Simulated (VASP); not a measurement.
# Al2O3 (R-3c) in VASP: a series of runs, part 2 of 3

VASP 6.6.1. The steps go on from the part before.

## 3. Single point, PBE

This run uses another cell than the first one, of 8.76 Å³/atom.

File INCAR:

```
PREC = Accurate ; ENCUT = 520
EDIFF = 1E-6 ; ISMEAR = 0
SIGMA = 0.02 ; LREAL = F
LASPH = T ; NELM = 60
ALGO = Normal ; ISIF = 2
LWAVE = F ; LCHARG = T
GGA = PE ; LELF = T
LVHAR = T ; NBANDS = 35
```

File KPOINTS:

```
regular mesh
0
Gamma
  6 6 6
```

File POSCAR:

```
Al2O3
1.0
    2.4043544224      1.3881546730      4.3744828436
   -2.4043544224      1.3881546730      4.3744828436
    0.0000000000     -2.7763093460      4.3744828436
Al O
4 6
Direct
    0.8521479319      0.8521479319      0.8521479319
    0.6478520681      0.6478520681      0.6478520681
    0.1478520681      0.1478520681      0.1478520681
    0.3521479319      0.3521479319      0.3521479319
    0.0561765923      0.4438234077      0.7500000000
    0.7500000000      0.0561765923      0.4438234077
    0.4438234077      0.7500000000      0.0561765923
    0.9438234077      0.5561765923      0.2500000000
    0.2500000000      0.9438234077      0.5561765923
    0.5561765923      0.2500000000      0.9438234077
```

Potentials or basis: VASP PAW PBE potentials, release 64 (Al, O).

Run with:

```bash
> cat potpaw_PBE.64/Al/POTCAR potpaw_PBE.64/O/POTCAR > POTCAR
> mpirun -np 1 vasp_std > vasp.out
```

OUTCAR:

```text
PREC = Accurate
   ENCUT = 520
   EDIFF = 1E-6
   ISMEAR = 0
   LREAL = F
   LASPH = T
   NELM = 60
   ISIF = 2
   GGA = PE

 ion  position               nearest neighbor table
   1  0.852  0.852  0.852-  10 1.87   8 1.87   9 1.87   5 1.99   7 1.99   6 1.99   2 2.68   3 2.82
                             3 2.82   3 2.82   2 3.25   2 3.25   2 3.25
   2  0.648  0.648  0.648-   9 1.87   8 1.87  10 1.87   5 1.99   6 1.99   7 1.99   1 2.68   4 2.82
                             4 2.82   4 2.82   1 3.25   1 3.25   1 3.25
   3  0.148  0.148  0.148-   7 1.87   5 1.87   6 1.87   8 1.99  10 1.99   9 1.99   4 2.68   1 2.82
                             1 2.82   1 2.82   4 3.25   4 3.25   4 3.25
   4  0.352  0.352  0.352-   6 1.87   5 1.87   7 1.87   8 1.99   9 1.99  10 1.99   3 2.68   2 2.82
                             2 2.82   2 2.82   3 3.25   3 3.25   3 3.25
   5  0.056  0.444  0.750-   3 1.87   4 1.87   1 1.99   2 1.99
   6  0.750  0.056  0.444-   4 1.87   3 1.87   2 1.99   1 1.99
   7  0.444  0.750  0.056-   3 1.87   4 1.87   1 1.99   2 1.99
   8  0.944  0.556  0.250-   1 1.87   2 1.87   3 1.99   4 1.99
   9  0.250  0.944  0.556-   2 1.87   1 1.87   4 1.99   3 1.99
  10  0.556  0.250  0.944-   1 1.87   2 1.87   3 1.99   4 1.99

  LATTYP: Found a trigonal (rhomboedric) cell.
 ALAT       =     5.1811189654
 COS(alpha) =     0.5692950724

  Lattice vectors:

 A1 = (   2.4043544224,   1.3881546730,   4.3744828436)
 A2 = (  -2.4043544224,   1.3881546730,   4.3744828436)
 A3 = (   0.0000000000,  -2.7763093460,   4.3744828436)

Analysis of symmetry for initial positions (statically):
=====================================================================
 Subroutine PRICEL returns:
 Original cell was already a primitive cell.

 Routine SETGRP: Setting up the symmetry group for a
 trigonal (rhombohedral) supercell.

 Subroutine GETGRP returns: Found 12 space group operations
 (whereof  6 operations were pure point group operations)
 out of a pool of 12 trial point group operations.

The static configuration has the point symmetry S_6 .
 The point group associated with its full space group is D_3d.

Analysis of symmetry for dynamics (positions and initial velocities):
=====================================================================
 Subroutine PRICEL returns:
 Original cell was already a primitive cell.

 Routine SETGRP: Setting up the symmetry group for a
 trigonal (rhombohedral) supercell.

 Subroutine GETGRP returns: Found 12 space group operations
 (whereof  6 operations were pure point group operations)
 out of a pool of 12 trial point group operations.

The dynamic configuration has the point symmetry S_6 .
 The point group associated with its full space group is D_3d.

 Subroutine INISYM returns: Found 12 space group operations
 (whereof  6 operations are pure point group operations),
 and found     1 'primitive' translations

----------------------------------------------------------------------------------------

                                     Primitive cell

  volume of cell :      87.6021

  direct lattice vectors                    reciprocal lattice vectors
     2.404354422  1.388154673  4.374482844     0.207956030  0.120063470  0.076199484
[... 61 lines left out ...]
  0.333333 -0.000000 -0.000000      6.000000
  0.500000  0.000000 -0.000000      3.000000
  0.166667  0.166667 -0.000000      6.000000
  0.333333  0.166667 -0.000000     12.000000
[... 16 lines left out ...]
  0.500000  0.500000  0.166667      6.000000
 -0.333333  0.500000  0.166667     12.000000
 [... further k-points ...]
   k-points           NKPTS =     32   k-points in BZ     NKDIM =     32   number of bands    NBANDS=     35
   number of dos      NEDOS =    301   number of ions     NIONS =     10
   total plane-waves  NPLWV =  64000
   dimension x,y,z NGX =    40 NGY =   40 NGZ =   40
   dimension x,y,z NGXF=    80 NGYF=   80 NGZF=   80
   ions per type =               4   6
   NGX,Y,Z   is equivalent  to a cutoff of  12.83, 12.83, 12.83 a.u.
   NGXF,Y,Z  is equivalent  to a cutoff of  25.67, 25.67, 25.67 a.u.
 SYSTEM =  unknown system
   PREC   = accura    normal or accurate (medium, high low for compatibility)
   ISTART =      0    job   : 0-new  1-cont  2-samecut
   ICHARG =      2    charge: 1-file 2-atom 10-const
   ISPIN  =      1    spin polarized calculation?
   LNONCOLLINEAR =      F non collinear calculations
   LSORBIT =      F    spin-orbit coupling
   LASPH  =      T    aspherical Exc in radial PAW
   ENCUT  =  520.0 eV  38.22 Ry    6.18 a.u.   9.63  9.63  9.63*2*pi/ulx,y,z
   NELM   =     60;   NELMIN=  2; NELMDL= -5     # of ELM steps
   EDIFF  = 0.1E-05   stopping-criterion for ELM
   LREAL  =      F    real-space projection
   EDIFFG = 0.1E-04   stopping-criterion for IOM
   NSW    =      0    number of steps for IOM
   IBRION =     -1    ionic relax: 0-MD 1-quasi-New 2-CG
   NFREE  =      0    steps in history (QN), initial steepest desc. (CG)
   ISIF   =      2    stress and relaxation
   ISYM   =      2    0-nonsym 1-usesym 2-fastsym
   POTIM  = 0.5000    time-step for ionic-motion
   TEBEG  =    0.0;   TEEND  =   0.0 temperature during run
   PSTRESS=    0.0 pullay stress
   NELECT =      48.0000    total number of electrons
   NUPDOWN=      -1.0000    fix difference up-down
   EMIN   =  10.00;   EMAX   =-10.00  energy-range for DOS
   EFERMI =   0.00;   METHOD = LEGACY
   ISMEAR =     0;   SIGMA  =   0.02  broadening in eV -4-tet -1-fermi 0-gaus
   EFERMI_NEDOS =   21; number of points for ismear=-14 and -15
   IALGO  =     38    algorithm
   IMIX   =      4    mixing-type and parameters
     AMIX     =   0.40;   BMIX     =  1.00
     AMIX_MAG =   1.60;   BMIX_MAG =  1.00
  volume/ion in A,a.u.               =       8.76        59.12
  Fermi-wavevector in a.u.,A,eV,Ry     =   1.339627  2.531527 24.417012  1.794600
  Thomas-Fermi vector in A             =   2.468004
   LORBIT       =      0    0 simple, 1 ext, 2 COOP (PROOUT), +10 PAW based schemes
   GGA     = PE    functional components
   LHFCALC =     F    Hartree Fock is set to
   AEXX    =    0.0000 exact exchange contribution
   IVDW    =     0    specifies the selected vdW correction
   LEPSILON=     F    determine dielectric tensor
   LRPA    =     F    only Hartree local field effects (RPA)
 non-spin polarized calculation
 Gauss-broadening in eV      SIGMA  =   0.02
  energy-cutoff  :      520.00
  volume of cell :       87.60
 maximum number of plane-waves:      2371
 NGX is ok and might be reduce to    40
   NGX = 19   NGY = 19   NGZ = 19

 number of electron      48.0000008 magnetization

 Free energy of the ion-electron system (eV)
  ---------------------------------------------------
  ext. energy  EPLUGINS =         0.00000000
  ---------------------------------------------------
  free energy    TOTEN  =       -74.81221860 eV

  energy without entropy =      -74.81221860  energy(sigma->0) =      -74.81221860

 E-fermi :   5.9288     XC(G=0): -11.5382

 val. band max:        5.8000881523   @ k =   0.0000   0.0000   0.0000
 cond. band min:      11.6470476120   @ k =   0.0000   0.0000   0.0000
 fundamental gap:      5.8469594597
 Fermi energy:         5.9287630205

 k-point     1 :       0.0000    0.0000    0.0000
  band No.  band energies     occupation
      1     -13.2134      2.00000
      2     -10.9928      2.00000
      3     -10.7300      2.00000
      4     -10.7300      2.00000
      5     -10.4234      2.00000
      6     -10.4234      2.00000
[... 901 lines left out ...]
     34      19.0029      0.00000
     35      19.1076      0.00000

 [... further k-points ...]
[... 5 lines left out ...]
  --------------------------------------------------------------------------------------
  -------------------------------------------------------------------------------------
  Total       -0.0699227     -0.0699227     -0.0876735      0.0000000      0.0000000      0.0000000
  in kB       -1.2788345     -1.2788345     -1.6034835      0.0000000      0.0000000      0.0000000
  external PRESSURE =      -1.3870509 kB  Pullay stress =       0.0000000 kB

 VOLUME and BASIS-vectors are now :
 -----------------------------------------------------------------------------
  energy-cutoff  :      520.00
  volume of cell :       87.60
      direct lattice vectors                 reciprocal lattice vectors
     2.404354422  1.388154673  4.374482844     0.207956030  0.120063470  0.076199484
    -2.404354422  1.388154673  4.374482844    -0.207956030  0.120063470  0.076199484
     0.000000000 -2.776309346  4.374482844     0.000000000 -0.240126940  0.076199484

 POSITION                                       TOTAL-FORCE (eV/Angst)
 -----------------------------------------------------------------------------------
      0.00000      0.00000     11.18312         0.000000      0.000000      0.003694
      0.00000      0.00000      8.50205         0.000000      0.000000     -0.003694
      0.00000      0.00000      1.94033         0.000000     -0.000000     -0.003694
      0.00000      0.00000      4.62140         0.000000      0.000000      0.003694
     -0.93204     -1.38815      5.46810        -0.000709     -0.000000     -0.000000
      1.66820     -0.11309      5.46810         0.000354     -0.000614      0.000000
     -0.73616      1.50125      5.46810         0.000354      0.000614      0.000000
      0.93204      1.38815      7.65534         0.000709      0.000000      0.000000
     -1.66820      0.11309      7.65534        -0.000354      0.000614      0.000000
      0.73616     -1.50125      7.65534        -0.000354     -0.000614      0.000000
 -----------------------------------------------------------------------------------
    total drift:                                0.000000      0.000000     -0.000000

  FREE ENERGIE OF THE ION-ELECTRON SYSTEM (eV)
  ---------------------------------------------------
  free  energy   TOTEN  =       -74.8122185984 eV

  energy  without entropy=      -74.8122185984  energy(sigma->0) =      -74.81221860
```

It took 47 s on 1 thread of Intel Xeon 6975P-C (Granite Rapids), shared host; peak memory 0.26 GiB.

What came out:

```
Free energy            : -74.8122 eV
Pressure               : -0.1 GPa
Largest force          : 0.004 eV/Å
Band gap on the k mesh : 5.85 eV
```

Forces on the atoms (eV/Å):
```
Al   0.000  0.000  0.004
Al   0.000  0.000 -0.004
Al   0.000  0.000 -0.004
Al   0.000  0.000  0.004
O   -0.001  0.000  0.000
O    0.000 -0.001  0.000
O    0.000  0.001  0.000
O    0.001  0.000  0.000
O    0.000  0.001  0.000
O    0.000 -0.001  0.000
```

(Part 2 of 3 ends here.)
